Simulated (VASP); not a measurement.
# PrMo2 (P-3m1) in VASP: single point with PBE

Aim: the single point of PrMo2 with PBE.

Program: VASP 6.6.1. These are calculated values, not measurements. Logs are shortened: lines on timing, memory, paths and dates and some standing lists are left out, and cuts for length are marked.

### Step 1. The cell of the first run

It takes space group P-3m1 (No. 164, trigonal). The conventional cell has a = 4.099 Å, b = 4.099 Å, c = 5.537 Å, α = 90.00°, β = 90.00°, γ = 120.00°. Pr (site symmetry -3m) has 12 Mo at 3.24 to 4.08 Å and 6 Pr at 4.10 Å within 4.3 Å. Within 3.4 Å of Mo (site symmetry 3m) lie 3 Mo at 2.61 Å and 3 Pr at 3.24 Å.

The cell was built from a structure type or drawn by symmetry, and may not be a known phase.

### Step 2. Single point, PBE

Input file INCAR:

```
  PREC = Accurate
  ENCUT = 520
  EDIFF = 1E-6
  ISMEAR = 0
  SIGMA = 0.1
  LREAL = False
  LASPH = True
  NELM = 80
  ALGO = Normal
  ISIF = 2
  LWAVE = False
  LCHARG = False
  GGA = PE
  NBANDS = 28
```

Input file KPOINTS:

```
Automatic mesh
0
Gamma
  6 6 4
```

Input file POSCAR:

```
PrMo2
1.0
    4.0994030600      0.0000000000      0.0000000000
   -2.0497015300      3.5501871900      0.0000000000
    0.0000000000      0.0000000000      5.5368559900
Pr Mo
1 2
Direct
    0.0000000000      0.0000000000      0.0000000000
    0.3333333300      0.6666666700      0.4000000100
    0.6666666700      0.3333333300      0.5999999900
```

Potentials or basis: VASP PAW PBE potentials, release 64 (Pr, Mo_sv).

Command:

```console
> cat potpaw_PBE.64/Pr/POTCAR potpaw_PBE.64/Mo_sv/POTCAR > POTCAR
> mpirun -np 1 vasp_std > vasp.out
```

OUTCAR:

```text
PREC = Accurate
   ENCUT = 520
   EDIFF = 1E-6
   ISMEAR = 0
   LREAL = False
   LASPH = True
   NELM = 80
   ISIF = 2
   GGA = PE

 ion  position               nearest neighbor table
   1  0.000  0.000  0.000-   2 3.24   3 3.24   2 3.24   3 3.24   3 3.24   2 3.24
   2  0.333  0.667  0.400-   3 2.61   3 2.61   3 2.61   1 3.24   1 3.24   1 3.24
   3  0.667  0.333  0.600-   2 2.61   2 2.61   2 2.61   1 3.24   1 3.24   1 3.24

  LATTYP: Found a hexagonal cell.
 ALAT       =     4.0994030600
 C/A-ratio  =     1.3506493284

  Lattice vectors:

 A1 = (   4.0994030600,   0.0000000000,   0.0000000000)
 A2 = (  -2.0497015300,   3.5501871900,   0.0000000000)
 A3 = (   0.0000000000,   0.0000000000,   5.5368559900)

Analysis of symmetry for initial positions (statically):
=====================================================================
 Subroutine PRICEL returns:
 Original cell was already a primitive cell.

 Routine SETGRP: Setting up the symmetry group for a
 hexagonal supercell.

 Subroutine GETGRP returns: Found 12 space group operations
 (whereof 12 operations were pure point group operations)
 out of a pool of 24 trial point group operations.

The static configuration has the point symmetry D_3d.

Analysis of symmetry for dynamics (positions and initial velocities):
=====================================================================
 Subroutine PRICEL returns:
 Original cell was already a primitive cell.

 Routine SETGRP: Setting up the symmetry group for a
 hexagonal supercell.

 Subroutine GETGRP returns: Found 12 space group operations
 (whereof 12 operations were pure point group operations)
 out of a pool of 24 trial point group operations.

The dynamic configuration has the point symmetry D_3d.

 Subroutine INISYM returns: Found 12 space group operations
 (whereof 12 operations are pure point group operations),
 and found     1 'primitive' translations

----------------------------------------------------------------------------------------

                                     Primitive cell

  volume of cell :      80.5815

  direct lattice vectors                    reciprocal lattice vectors
     4.099403060  0.000000000  0.000000000     0.243937955  0.140837644  0.000000000
    -2.049701530  3.550187190  0.000000000     0.000000000  0.281675288  0.000000000
     0.000000000  0.000000000  5.536855990     0.000000000  0.000000000  0.180607912

  length of vectors
     4.099403060  4.099403060  5.536855990     0.281675288  0.281675288  0.180607912

  position of ions in fractional coordinates (direct lattice)
     0.000000000  0.000000000  0.000000000
     0.333333330  0.666666670  0.400000010
     0.666666670  0.333333330  0.599999990

  ion indices of the primitive-cell ions
   primitive index   ion index
                 1           1
                 2           2
                 3           3

----------------------------------------------------------------------------------------

 KPOINTS: Automatic mesh

Automatic generation of k-mesh.
 Grid dimensions read from file:
 generate k-points for:    6    6    4

 Generating k-lattice:

  Cartesian coordinates                     Fractional coordinates (reciprocal lattice)
     0.040656326  0.023472941  0.000000000     0.166666667 -0.000000000  0.000000000
     0.000000000  0.046945881  0.000000000     0.000000000  0.166666667  0.000000000
     0.000000000  0.000000000  0.045151978     0.000000000  0.000000000  0.250000000

  Length of vectors
     0.046945881  0.046945881  0.045151978

  Shift w.r.t. Gamma in fractional coordinates (k-lattice)
     0.000000000  0.000000000  0.000000000

 Subroutine IBZKPT returns following result:
 ===========================================

 Found     24 irreducible k-points:

 Following reciprocal coordinates:
            Coordinates               Weight
  0.000000  0.000000  0.000000      1.000000
  0.166667 -0.000000  0.000000      6.000000
  0.333333 -0.000000  0.000000      6.000000
  0.500000 -0.000000  0.000000      3.000000
  0.166667  0.166667  0.000000      6.000000
  0.333333  0.166667  0.000000     12.000000
[... 16 lines left out ...]
  0.333333  0.166667  0.500000     12.000000
  0.333333  0.333333  0.500000      2.000000
   k-points           NKPTS =     24   k-points in BZ     NKDIM =     24   number of bands    NBANDS=     28
   number of dos      NEDOS =    301   number of ions     NIONS =      3
   total plane-waves  NPLWV =  37800
   dimension x,y,z NGX =    30 NGY =   30 NGZ =   42
   dimension x,y,z NGXF=    60 NGYF=   60 NGZF=   84
   ions per type =               1   2
   NGX,Y,Z   is equivalent  to a cutoff of  12.17, 12.17, 12.61 a.u.
   NGXF,Y,Z  is equivalent  to a cutoff of  24.33, 24.33, 25.22 a.u.
 SYSTEM =  unknown system
   PREC   = accura    normal or accurate (medium, high low for compatibility)
   ISTART =      0    job   : 0-new  1-cont  2-samecut
   ICHARG =      2    charge: 1-file 2-atom 10-const
   ISPIN  =      1    spin polarized calculation?
   LNONCOLLINEAR =      F non collinear calculations
   LSORBIT =      F    spin-orbit coupling
   LASPH  =      T    aspherical Exc in radial PAW
   ENCUT  =  520.0 eV  38.22 Ry    6.18 a.u.   7.62  7.62 10.29*2*pi/ulx,y,z
   NELM   =     80;   NELMIN=  2; NELMDL= -5     # of ELM steps
   EDIFF  = 0.1E-05   stopping-criterion for ELM
   LREAL  =      F    real-space projection
   EDIFFG = 0.1E-04   stopping-criterion for IOM
   NSW    =      0    number of steps for IOM
   IBRION =     -1    ionic relax: 0-MD 1-quasi-New 2-CG
   NFREE  =      0    steps in history (QN), initial steepest desc. (CG)
   ISIF   =      2    stress and relaxation
   ISYM   =      2    0-nonsym 1-usesym 2-fastsym
   POTIM  = 0.5000    time-step for ionic-motion
   TEBEG  =    0.0;   TEEND  =   0.0 temperature during run
   PSTRESS=    0.0 pullay stress
   NELECT =      41.0000    total number of electrons
   NUPDOWN=      -1.0000    fix difference up-down
   EMIN   =  10.00;   EMAX   =-10.00  energy-range for DOS
   EFERMI =   0.00;   METHOD = LEGACY
   ISMEAR =     0;   SIGMA  =   0.10  broadening in eV -4-tet -1-fermi 0-gaus
   EFERMI_NEDOS =   21; number of points for ismear=-14 and -15
   IALGO  =     38    algorithm
   IMIX   =      4    mixing-type and parameters
     AMIX     =   0.40;   BMIX     =  1.00
     AMIX_MAG =   1.60;   BMIX_MAG =  1.00
  volume/ion in A,a.u.               =      26.86       181.26
  Fermi-wavevector in a.u.,A,eV,Ry     =   1.306946  2.469770 23.240229  1.708109
  Thomas-Fermi vector in A             =   2.437714
   LORBIT       =      0    0 simple, 1 ext, 2 COOP (PROOUT), +10 PAW based schemes
   GGA     = PE    functional components
   LHFCALC =     F    Hartree Fock is set to
   AEXX    =    0.0000 exact exchange contribution
   IVDW    =     0    specifies the selected vdW correction
   LEPSILON=     F    determine dielectric tensor
   LRPA    =     F    only Hartree local field effects (RPA)
 non-spin polarized calculation
 Gauss-broadening in eV      SIGMA  =   0.10
  energy-cutoff  :      520.00
  volume of cell :       80.58
 maximum number of plane-waves:      2190
   NGX = 15   NGY = 15   NGZ = 21

 number of electron      41.0000003 magnetization

 Free energy of the ion-electron system (eV)
  ---------------------------------------------------
  ext. energy  EPLUGINS =         0.00000000
  ---------------------------------------------------
  free energy    TOTEN  =       -23.99462353 eV

  energy without entropy =      -23.91713268  energy(sigma->0) =      -23.95587810

 E-fermi :   6.4917     XC(G=0): -10.5982

 val. band max:        6.4890647774   @ k =   0.3333   0.1667   0.0000
 cond. band min:       6.4963090226   @ k =   0.5000  -0.0000   0.0000
 fundamental gap:      0.0072442451
 Fermi energy:         6.4917044201

 k-point     1 :       0.0000    0.0000    0.0000
  band No.  band energies     occupation
      1     -54.0593      2.00000
      2     -53.7913      2.00000
      3     -29.2546      2.00000
      4     -28.3808      2.00000
      5     -28.3808      2.00000
      6     -28.0635      2.00000
[... 20 lines left out ...]
     27       7.4005      0.00000
     28       7.4005      0.00000

 k-point     2 :       0.1667   -0.0000    0.0000
  band No.  band energies     occupation
      1     -54.0435      2.00000
      2     -53.8071      2.00000
      3     -29.2466      2.00000
      4     -28.4022      2.00000
      5     -28.3961      2.00000
      6     -28.1124      2.00000
[... 20 lines left out ...]
     27       7.3233      0.00000
     28       7.6519      0.00000

 k-point     3 :       0.3333   -0.0000    0.0000
  band No.  band energies     occupation
      1     -54.0028      2.00000
      2     -53.8480      2.00000
      3     -29.2325      2.00000
      4     -28.4416      2.00000
      5     -28.4134      2.00000
      6     -28.1970      2.00000
[... 20 lines left out ...]
     27       6.8598      0.00000
     28       7.2335      0.00000

 k-point     4 :       0.5000   -0.0000    0.0000
  band No.  band energies     occupation
      1     -53.9701      2.00000
      2     -53.8808      2.00000
      3     -29.2265      2.00000
      4     -28.4599      2.00000
      5     -28.4151      2.00000
      6     -28.2373      2.00000
[... 578 lines left out ...]
     27       7.0157      0.00000
     28       7.0906      0.00000

 k-point    23 :       0.3333    0.1667    0.5000
  band No.  band energies     occupation
      1     -53.9701      2.00000
      2     -53.8808      2.00000
      3     -29.2252      2.00000
      4     -28.4826      2.00000
      5     -28.3846      2.00000
      6     -28.2473      2.00000
[... 20 lines left out ...]
     27       6.9767      0.00000
     28       7.1831      0.00000

 k-point    24 :       0.3333    0.3333    0.5000
  band No.  band energies     occupation
      1     -53.9255      2.00000
      2     -53.9255      2.00000
      3     -29.2189      2.00000
      4     -28.5063      2.00000
      5     -28.3235      2.00000
      6     -28.3235      2.00000
[... 20 lines left out ...]
     27       6.8496      0.00000
     28       6.8544      0.00000

------------------------ aborting loop because EDIFF is reached ----------------------------------------

  FORCE on cell =-STRESS in cart. coord.  units (eV):
  Direction    XX          YY          ZZ          XY          YZ          ZX
  --------------------------------------------------------------------------------------
  -------------------------------------------------------------------------------------
  Total       -6.8811818     -6.8811818     -7.2873346      0.0000000      0.0000000      0.0000000
  in kB     -136.8165116   -136.8165116   -144.8919280      0.0000000      0.0000000      0.0000000
  external PRESSURE =    -139.5083170 kB  Pullay stress =       0.0000000 kB

 VOLUME and BASIS-vectors are now :
 -----------------------------------------------------------------------------
  energy-cutoff  :      520.00
  volume of cell :       80.58
      direct lattice vectors                 reciprocal lattice vectors
     4.099403060  0.000000000  0.000000000     0.243937955  0.140837644  0.000000000
    -2.049701530  3.550187190  0.000000000     0.000000000  0.281675288  0.000000000
     0.000000000  0.000000000  5.536855990     0.000000000  0.000000000  0.180607912

 POSITION                                       TOTAL-FORCE (eV/Angst)
 -----------------------------------------------------------------------------------
      0.00000      0.00000      0.00000        -0.000000      0.000000      0.000000
     -0.00000      2.36679      2.21474         0.000000      0.000000      1.313794
      2.04970      1.18340      3.32211        -0.000000      0.000000     -1.313794
 -----------------------------------------------------------------------------------
    total drift:                                0.000000      0.000000      0.000000

  FREE ENERGIE OF THE ION-ELECTRON SYSTEM (eV)
  ---------------------------------------------------
  free  energy   TOTEN  =       -23.9946235294 eV

  energy  without entropy=      -23.9171326779  energy(sigma->0) =      -23.95587810
```

Run time: 3 min. Hardware: 1 thread of Intel Xeon Platinum 8259CL at 2.50GHz (Skylake/Cascade Lake), shared host; peak memory 0.22 GiB.

Results:

```yaml
Free_energy: -23.9946 eV
Pressure: -14.0 GPa
Largest_force: 1.314 eV/Å
Band_gap_on_the_k_mesh: zero (an odd number of electrons rules out a gap without spin polarisation)
```

Forces on the atoms (eV/Å):
```
Pr   0.000  0.000  0.000
Mo   0.000  0.000  1.314
Mo   0.000  0.000 -1.314
```

Levels at points of the mesh, in eV from the Fermi level:
```
           k point  band 16  band 17  band 18  band 19  band 20  band 21  band 22  band 23  band 24  band 25
(0.00, 0.00, 0.00)    -1.80    -1.79    -1.79    -1.43     0.04     0.07     0.07     0.11     0.27     0.27
(0.50, 0.00, 0.00)    -1.35    -1.33    -1.19    -0.76    -0.05     0.00     0.15     0.17     0.21     0.26
(0.00, 0.00, 0.50)    -1.96    -1.68    -1.68    -1.52    -0.28     0.04     0.07     0.07     0.28     0.35
(0.50, 0.00, 0.50)    -1.52    -1.03    -0.74    -0.45    -0.35     0.12     0.18     0.20     0.20     0.24
```

Caveat: the cell stands under tension; spin-orbit coupling is left out, which moves the levels of the heavy elements; semilocal functionals describe open f shells poorly, which spoils levels, moments and volumes; forces of over 1 eV/Å act on the atoms, so gaps and moduli don't describe the material at rest. Spin polarisation is off, so any magnetic state and its effect on volume and gap are missing.
